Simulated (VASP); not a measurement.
Wanted: the native input for a VASP 6.6.1 run.

* Task: electric field gradients
* Functional: PBE
* Potentials or basis: VASP PAW PBE potentials, release 64 (K_sv, Bi_d, H, I, O)
* Cutoff: 520 eV
* k mesh: 4 × 3 × 3
* Occupations: fermi-dirac, width 0.02 eV
* Spin: no spin polarisation
* Dipole correction: no
* Further INCAR settings: LREAL = Auto; ALGO = Normal; EDIFF = 1e-08; NBANDS = 128

The structure of KBiHI3O10 lies in POSCAR:

```
KBiHI3O10
1.0
    7.2662000000      0.0000000000      0.0000000000
   -2.7019702016      7.7079383670      0.0000000000
   -0.5875487331     -2.0978224706      8.5909792095
K Bi H I O
2 2 2 6 20
Direct
    0.1763700000      0.1432500000      0.8932800000
    0.8236300000      0.8567500000      0.1067200000
    0.3765300000      0.0534500000      0.2693400000
    0.6234700000      0.9465500000      0.7306600000
    0.1956000000      0.2498000000      0.2756000000
    0.8044000000      0.7502000000      0.7244000000
    0.5257100000      0.3993300000      0.6671900000
    0.4742900000      0.6006700000      0.3328100000
    0.9605800000      0.2557100000      0.4935700000
    0.0394200000      0.7442900000      0.5064300000
    0.7774400000      0.3447900000      0.0849700000
    0.2225600000      0.6552100000      0.9150300000
    0.1528000000      0.1532000000      0.2056000000
    0.8472000000      0.8468000000      0.7944000000
    0.1181000000      0.9176000000      0.3984000000
    0.8819000000      0.0824000000      0.6016000000
    0.7685000000      0.1701000000      0.3282000000
    0.2315000000      0.8299000000      0.6718000000
    0.7699000000      0.4836000000      0.9538000000
    0.2301000000      0.5164000000      0.0462000000
    0.4950000000      0.1826000000      0.6983000000
    0.5050000000      0.8174000000      0.3017000000
    0.4475000000      0.3238000000      0.4565000000
    0.5525000000      0.6762000000      0.5435000000
    0.2901000000      0.4056000000      0.7197000000
    0.7099000000      0.5944000000      0.2803000000
    0.5161000000      0.2316000000      0.0900000000
    0.4839000000      0.7684000000      0.9100000000
    0.8850000000      0.4238000000      0.6102000000
    0.1150000000      0.5762000000      0.3898000000
    0.8136000000      0.1561000000      0.9559000000
    0.1864000000      0.8439000000      0.0441000000
```

One way to write it, as run:

INCAR

```
ALGO = Normal ; EDIFF = 1E-8
ENCUT = 520 ; GGA = PE
ISIF = 2 ; ISMEAR = -1
LASPH = T ; LCHARG = F
LEFG = T ; LREAL = Auto
LWAVE = F ; NBANDS = 128
NELM = 100 ; PREC = Accurate
SIGMA = 0.02
```

KPOINTS

```
k-points
0
Gamma
  4 3 3
```

Potentials or basis: VASP PAW PBE potentials, release 64 (K_sv, Bi_d, H, I, O).

Launch:

```sh
$ cat potpaw_PBE.64/K_sv/POTCAR potpaw_PBE.64/Bi_d/POTCAR potpaw_PBE.64/H/POTCAR potpaw_PBE.64/I/POTCAR potpaw_PBE.64/O/POTCAR > POTCAR
$ mpirun -np 1 vasp_std > vasp.out
```

Results of the run:

The pressure is 9.1 GPa, the largest force is 9.870 eV/Å and the band gap on the k mesh is 2.98 eV. The largest electric field gradient by atom is K +9.9; Bi -469.2; H +100.0; I -536.8, -521.0, -538.9 (each value once); O +87.5, +143.7, +133.1, +136.0, +147.8, +136.9, +130.4, +141.2, +139.5, +128.9 (each value once) V/Å².

Caveat: the cell stands under pressure; without QUAD_EFG the Cq values of the log hold for a quadrupole moment of 1 mb, not for the nuclei; spin-orbit coupling is left out, which moves the levels of the heavy elements; forces of over 1 eV/Å act on the atoms, so gaps and moduli don't describe the material at rest.

Run time: 39 min on 1 thread of AMD EPYC 9R45 96-Core Processor (Zen 5), on a shared host, peak memory 0.98 GiB.
